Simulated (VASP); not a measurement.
# Be2CdO3 (P1) in VASP: relaxation of cell and atoms with PBE

Aim: the relaxation of cell and atoms of Be2CdO3 with PBE.

Everything below comes from runs of VASP 6.6.1. Logs are shortened: lines on timing, memory, paths and dates and some standing lists are left out, and cuts for length are marked.

### Step 1. The cell of the first run

The typed cell holds 12 atoms: a = 4.729 Å, b = 5.123 Å, c = 5.206 Å, α = 119.35°, β = 91.65°, γ = 88.25°.

### Step 2. Relaxation of cell and atoms, PBE

File INCAR:

```
SYSTEM = Be2CdO3
  PREC = Accurate
  ENCUT = 600
  EDIFF = 1E-7
  ISMEAR = 0
  SIGMA = 0.1
  LREAL = .FALSE.
  LASPH = .TRUE.
  NELM = 120
  ALGO = Normal
  ISIF = 3
  LWAVE = .FALSE.
  LCHARG = .FALSE.
  GGA = PE
  IBRION = 2
  NSW = 80
  EDIFFG = -0.025
  GGA_COMPAT = .FALSE.
  NELMIN = 4
```

File KPOINTS:

```
Automatic mesh
0
G
  4 4 4
  0 0 0
```

File POSCAR:

```
Be2CdO3
1.0
   -0.0373461849      0.0716587265     -4.7280676377
    0.0056646000      5.1221366447     -0.0786722982
    4.5345107337     -2.5561054630      0.0752582484
Be Cd O
4 2 6
Direct
    0.4996331199      0.1445795990      0.6270350254
   -0.0001282954      0.4845918092      0.6427946903
   -0.0032029576      0.8479814130      0.3629797959
    0.5077344637      0.5031827387      0.3587522704
    0.4856209339      0.8367273383      1.0107979820
    1.0062909560      0.1857466586      1.0102922148
    0.3292997357      0.4249346686      0.5875783942
    0.3532939647      0.8447809397      0.4292858258
    0.4621300170      0.2492245223      0.9925275128
    0.8692016238      0.1685128762      0.5680743083
    0.8608973572      0.5715592501      0.4144041094
    0.9486290807      0.7381781864      0.9954778707
```

Potentials or basis: VASP PAW PBE potentials, release 64 (Be, Cd, O).

Run with:

```sh
cat potpaw_PBE.64/Be/POTCAR potpaw_PBE.64/Cd/POTCAR potpaw_PBE.64/O/POTCAR > POTCAR
mpirun -np 1 vasp_std > vasp.out
```

OUTCAR:

```text
SYSTEM = Be2CdO3
   PREC = Accurate
   ENCUT = 600
   EDIFF = 1E-7
   ISMEAR = 0
   LREAL = .FALSE.
   LASPH = .TRUE.
   NELM = 120
   ISIF = 3
   GGA = PE
   IBRION = 2
   NSW = 80
   EDIFFG = -0.025
   NELMIN = 4

 ion  position               nearest neighbor table
   1  0.500  0.145  0.627-   8 1.54   9 1.72   7 1.72  10 1.80   5 2.80   6 3.02   6 3.05
   2  1.000  0.485  0.643-  11 1.58   7 1.59  10 1.61  12 1.67   6 2.87   5 2.97   6 2.98   5 3.07

   3  0.997  0.848  0.363-  10 1.57  11 1.71   8 1.71  12 1.72   6 2.94   6 2.96   5 2.97   5 2.98
                             6 3.08
   4  0.508  0.503  0.359-   7 1.68  11 1.70   9 1.71   8 1.74   6 2.93   6 2.94   5 2.96   5 2.98
                             5 3.04
   5  0.486  0.837  0.011-   9 2.16  12 2.23   8 2.26   7 2.30  12 2.60   1 2.80   6 2.84   4 2.96
                             2 2.97   3 2.97   3 2.98   4 2.98   4 3.04   2 3.07   6 3.09
   6  0.006  0.186  0.010-  11 2.17   9 2.20  12 2.28  10 2.33   9 2.59   5 2.84   2 2.87  12 2.87
                             4 2.93   3 2.94   4 2.94   3 2.96   2 2.98   1 3.02   1 3.05   3 3.08
   7  0.329  0.425  0.588-   2 1.59   4 1.68   1 1.72   5 2.30
   8  0.353  0.845  0.429-   1 1.54   3 1.71   4 1.74   5 2.26
   9  0.462  0.249  0.993-   4 1.71   1 1.72   5 2.16   6 2.20   6 2.59
  10  0.869  0.169  0.568-   3 1.57   2 1.61   1 1.80   6 2.33
  11  0.861  0.572  0.414-   2 1.58   4 1.70   3 1.71   6 2.17
  12  0.949  0.738  0.995-   2 1.67   3 1.72   5 2.23   6 2.28   5 2.60   6 2.87

  LATTYP: Found a triclinic cell.
 ALAT       =     5.1227439156
 B/A-ratio  =     2.8362033771
 C/A-ratio  =     2.2345137358
 COS(alpha) =     0.0008158267
 COS(beta)  =     0.4365727958
 COS(gamma) =     0.8907374230

  Lattice vectors:

 A1 = (  -0.0056646000,  -5.1221366447,   0.0786722982)
 A2 = (   4.5605277186, -12.8720374789,   4.9606704825)
 A3 = (  -9.1176968523,  -5.0604036369,  -4.7212395381)

Analysis of symmetry for initial positions (statically):
=====================================================================
 Subroutine PRICEL returns:
 Original cell was already a primitive cell.

 Routine SETGRP: Setting up the symmetry group for a
 triclinic supercell.

 Subroutine GETGRP returns: Found  1 space group operations
 (whereof  1 operations were pure point group operations)
 out of a pool of  2 trial point group operations.

The static configuration has the point symmetry C_1 .

Analysis of symmetry for dynamics (positions and initial velocities):
=====================================================================
 Subroutine PRICEL returns:
 Original cell was already a primitive cell.

 Routine SETGRP: Setting up the symmetry group for a
 triclinic supercell.

 Subroutine GETGRP returns: Found  1 space group operations
 (whereof  1 operations were pure point group operations)
 out of a pool of  2 trial point group operations.

The dynamic configuration has the point symmetry C_1 .

 Subroutine INISYM returns: Found  1 space group operations
 (whereof  1 operations are pure point group operations),
 and found     1 'primitive' translations

----------------------------------------------------------------------------------------

                                     Primitive cell

  volume of cell :     109.8519

  direct lattice vectors                    reciprocal lattice vectors
    -0.037346185  0.071658727 -4.728067638     0.001678518 -0.003251348 -0.211565432
     0.005664600  5.122136645 -0.078672298     0.109966669  0.195141500  0.002088962
     4.534510734 -2.556105463  0.075258248     0.220407411 -0.000270553 -0.001745060

  length of vectors
     4.728758114  5.122743916  5.205874234     0.211597072  0.224002761  0.220414485

  position of ions in fractional coordinates (direct lattice)
     0.499633120  0.144579599  0.627035025
     0.999871705  0.484591809  0.642794690
     0.996797042  0.847981413  0.362979796
     0.507734464  0.503182739  0.358752270
     0.485620934  0.836727338  0.010797982
     0.006290956  0.185746659  0.010292215
     0.329299736  0.424934669  0.587578394
     0.353293965  0.844780940  0.429285826
     0.462130017  0.249224522  0.992527513
     0.869201624  0.168512876  0.568074308
     0.860897357  0.571559250  0.414404109
     0.948629081  0.738178186  0.995477871
[... 29 lines left out ...]
     0.055101853 -0.000067638 -0.000436265     0.000000000 -0.000000000  0.250000000

  Length of vectors
     0.052899268  0.056000690  0.055103621

  Shift w.r.t. Gamma in fractional coordinates (k-lattice)
     0.000000000  0.000000000  0.000000000

 Subroutine IBZKPT returns following result:
 ===========================================

 Found     36 irreducible k-points:

 Following reciprocal coordinates:
            Coordinates               Weight
  0.000000  0.000000  0.000000      1.000000
  0.250000  0.000000  0.000000      2.000000
  0.500000  0.000000  0.000000      1.000000
  0.000000  0.250000 -0.000000      2.000000
  0.250000  0.250000 -0.000000      2.000000
  0.500000  0.250000 -0.000000      2.000000
[... 16 lines left out ...]
  0.000000 -0.250000  0.250000      2.000000
  0.250000 -0.250000  0.250000      2.000000
 [... further k-points ...]
   k-points           NKPTS =     36   k-points in BZ     NKDIM =     36   number of bands    NBANDS=     41
   number of dos      NEDOS =    301   number of ions     NIONS =     12
   total plane-waves  NPLWV =  70560
   dimension x,y,z NGX =    40 NGY =   42 NGZ =   42
   dimension x,y,z NGXF=    80 NGYF=   84 NGZF=   84
   ions per type =               4   2   6
   NGX,Y,Z   is equivalent  to a cutoff of  14.06, 13.63, 13.41 a.u.
   NGXF,Y,Z  is equivalent  to a cutoff of  28.13, 27.26, 26.82 a.u.
 SYSTEM =  Be2CdO3
   PREC   = accura    normal or accurate (medium, high low for compatibility)
   ISTART =      0    job   : 0-new  1-cont  2-samecut
   ICHARG =      2    charge: 1-file 2-atom 10-const
   ISPIN  =      1    spin polarized calculation?
   LNONCOLLINEAR =      F non collinear calculations
   LSORBIT =      F    spin-orbit coupling
   LASPH  =      T    aspherical Exc in radial PAW
   ENCUT  =  600.0 eV  44.10 Ry    6.64 a.u.   9.44 10.23 10.40*2*pi/ulx,y,z
   NELM   =    120;   NELMIN=  4; NELMDL= -5     # of ELM steps
   EDIFF  = 0.1E-06   stopping-criterion for ELM
   LREAL  =      F    real-space projection
   EDIFFG = -.3E-01   stopping-criterion for IOM
   NSW    =     80    number of steps for IOM
   IBRION =      2    ionic relax: 0-MD 1-quasi-New 2-CG
   NFREE  =      1    steps in history (QN), initial steepest desc. (CG)
   ISIF   =      3    stress and relaxation
   ISYM   =      2    0-nonsym 1-usesym 2-fastsym
   POTIM  = 0.5000    time-step for ionic-motion
   TEBEG  =    0.0;   TEEND  =   0.0 temperature during run
   PSTRESS=    0.0 pullay stress
   NELECT =      68.0000    total number of electrons
   NUPDOWN=      -1.0000    fix difference up-down
   EMIN   =  10.00;   EMAX   =-10.00  energy-range for DOS
   EFERMI =   0.00;   METHOD = LEGACY
   ISMEAR =     0;   SIGMA  =   0.10  broadening in eV -4-tet -1-fermi 0-gaus
   EFERMI_NEDOS =   21; number of points for ismear=-14 and -15
   IALGO  =     38    algorithm
   IMIX   =      4    mixing-type and parameters
     AMIX     =   0.40;   BMIX     =  1.00
     AMIX_MAG =   1.60;   BMIX_MAG =  1.00
  volume/ion in A,a.u.               =       9.15        61.78
  Fermi-wavevector in a.u.,A,eV,Ry     =   1.395218  2.636579 26.485539  1.946632
  Thomas-Fermi vector in A             =   2.518691
   LORBIT       =      0    0 simple, 1 ext, 2 COOP (PROOUT), +10 PAW based schemes
   GGA     = PE    functional components
   LHFCALC =     F    Hartree Fock is set to
   AEXX    =    0.0000 exact exchange contribution
   IVDW    =     0    specifies the selected vdW correction
   LEPSILON=     F    determine dielectric tensor
   LRPA    =     F    only Hartree local field effects (RPA)
 conjugate gradient relaxation of ions
 non-spin polarized calculation
 Gauss-broadening in eV      SIGMA  =   0.10
  energy-cutoff  :      600.00
  volume of cell :      109.85
 maximum number of plane-waves:      3682
 NGX is ok and might be reduce to    40
   NGX = 19   NGY = 21   NGZ = 21

--------------------------------------- Ionic step        1  -------------------------------------------

 number of electron      67.9999995 magnetization

 Free energy of the ion-electron system (eV)
  ---------------------------------------------------
  ext. energy  EPLUGINS =         0.00000000
  ---------------------------------------------------
  free energy    TOTEN  =       -70.97931347 eV

  energy without entropy =      -70.97931347  energy(sigma->0) =      -70.97931347

------------------------ aborting loop because EDIFF is reached ----------------------------------------

  FORCE on cell =-STRESS in cart. coord.  units (eV):
  Direction    XX          YY          ZZ          XY          YZ          ZX
  --------------------------------------------------------------------------------------
  -------------------------------------------------------------------------------------
  Total        1.1333368      5.3168804      3.4627761      0.9871868      1.7877048     -0.6875102
  in kB       16.5295889     77.5460954     50.5041947     14.3980064     26.0734706    -10.0272573
  external PRESSURE =      48.1932930 kB  Pullay stress =       0.0000000 kB
[... 119 lines left out ...]
  FREE ENERGIE OF THE ION-ELECTRON SYSTEM (eV)
  ---------------------------------------------------
  free  energy   TOTEN  =       -71.5957304727 eV

  energy  without entropy=      -71.5957304727  energy(sigma->0) =      -71.59573047

[... ionic steps 4 to 9 ...]

--------------------------------------- Ionic step       10  -------------------------------------------

 number of electron      68.0000000 magnetization

------------------------ aborting loop because EDIFF is reached ----------------------------------------
[... 87 lines left out ...]
--------------------------------------- Ionic step       12  -------------------------------------------

 number of electron      68.0000000 magnetization

 Free energy of the ion-electron system (eV)
  ---------------------------------------------------
  ext. energy  EPLUGINS =         0.00000000
  ---------------------------------------------------
  free energy    TOTEN  =       -71.72641732 eV

  energy without entropy =      -71.72641732  energy(sigma->0) =      -71.72641732

 E-fermi :   2.9926     XC(G=0): -11.2269

 val. band max:        2.5413091938   @ k =   0.5000  -0.0000   0.2500
 cond. band min:       4.4838159587   @ k =   0.0000   0.0000   0.0000
 fundamental gap:      1.9425067649
 Fermi energy:         2.9925626470

 k-point     1 :       0.0000    0.0000    0.0000
  band No.  band energies     occupation
      1     -15.5775      2.00000
      2     -14.3190      2.00000
      3     -14.1323      2.00000
      4     -14.0624      2.00000
      5     -14.0442      2.00000
      6     -14.0341      2.00000
[... 1045 lines left out ...]
     40      11.7255      0.00000
     41      12.7045      0.00000

 [... further k-points ...]
[... 5 lines left out ...]
  --------------------------------------------------------------------------------------
  -------------------------------------------------------------------------------------
  Total       -0.0470684     -0.0087504     -0.0100139     -0.0015901      0.0048503      0.0222818
  in kB       -0.6738843     -0.1252802     -0.1433696     -0.0227658      0.0694422      0.3190111
  external PRESSURE =      -0.3141780 kB  Pullay stress =       0.0000000 kB
[... 27 lines left out ...]
  FREE ENERGIE OF THE ION-ELECTRON SYSTEM (eV)
  ---------------------------------------------------
  free  energy   TOTEN  =       -71.7264173196 eV

  energy  without entropy=      -71.7264173196  energy(sigma->0) =      -71.72641732

 reached required accuracy - stopping structural energy minimisation
```

Run time: 16 min. Hardware: 1 thread of Intel Xeon 6975P-C (Granite Rapids), shared host; peak memory 0.35 GiB.

Results:

* Free energy: -71.7264 eV
* Relaxed volume: 9.33 Å³/atom
* Relaxed cell: a = 4.733 Å, b = 5.195 Å, c = 5.242 Å, α = 119.72°, β = 89.97°, γ = 90.01°
* Space group after relaxing (to 0.05 Å): Cmc2_1 (No. 36)
* Energy gained by relaxing: 62.3 meV/atom
* Ionic steps: 12
* Pressure after relaxing: 0.0 GPa
* Largest force after relaxing: 0.014 eV/Å
* Band gap on the k mesh: 1.94 eV, indirect (least direct gap 2.39 eV)

Forces on the atoms (eV/Å):
```
Be  -0.008  0.000  0.003
Be   0.009 -0.001 -0.006
Be   0.001 -0.007 -0.010
Be  -0.007  0.008  0.001
Cd   0.000 -0.002  0.002
Cd   0.010 -0.003  0.010
O    0.003  0.006 -0.003
O   -0.001  0.009 -0.008
O   -0.001 -0.002  0.006
O   -0.003  0.002 -0.004
O   -0.001 -0.006  0.005
O   -0.003 -0.004  0.004
```

The path:
| step | energy change (eV) | largest force (eV/Å) | pressure (GPa) | volume (Å³) |
| --- | --- | --- | --- | --- |
| 1 | 0.0000 | 2.5264 | 4.82 | 109.85 |
| 2 | -0.6074 | 0.7575 | -3.37 | 114.27 |
| 3 | -0.6164 | 0.7779 | -2.72 | 113.75 |
| 4 | -0.7136 | 0.2593 | 0.37 | 111.65 |
| 5 | -0.7193 | 0.2942 | 1.40 | 111.01 |
| 6 | -0.7399 | 0.1279 | -0.02 | 111.92 |
| 7 | -0.7403 | 0.1275 | -0.25 | 112.07 |
| 8 | -0.7447 | 0.0860 | -0.10 | 111.97 |
| 9 | -0.7456 | 0.0782 | 0.02 | 111.89 |
| 10 | -0.7468 | 0.0273 | 0.03 | 111.88 |
| 11 | -0.7469 | 0.0337 | 0.03 | 111.87 |
| 12 | -0.7471 | 0.0143 | -0.03 | 111.91 |

Final structure:
```
Be Cd O
1.0
     0.00184   -0.00035   -4.73265
    -0.00118    5.19459    0.00033
     4.55256   -2.59774   -0.00123
Be Cd O
4 2 6
Direct
  0.50344 0.16552 0.64022
  0.00333 0.47441 0.63969
  0.00320 0.83455 0.35989
  0.50348 0.52545 0.36025
  0.48750 0.81126 0.00023
  0.98794 0.18878 0.99946
  0.35192 0.41776 0.57702
  0.35174 0.84088 0.42326
  0.46166 0.25440 0.00014
  0.85179 0.15907 0.57691
  0.85202 0.58206 0.42295
  0.96139 0.74586 0.99999
```
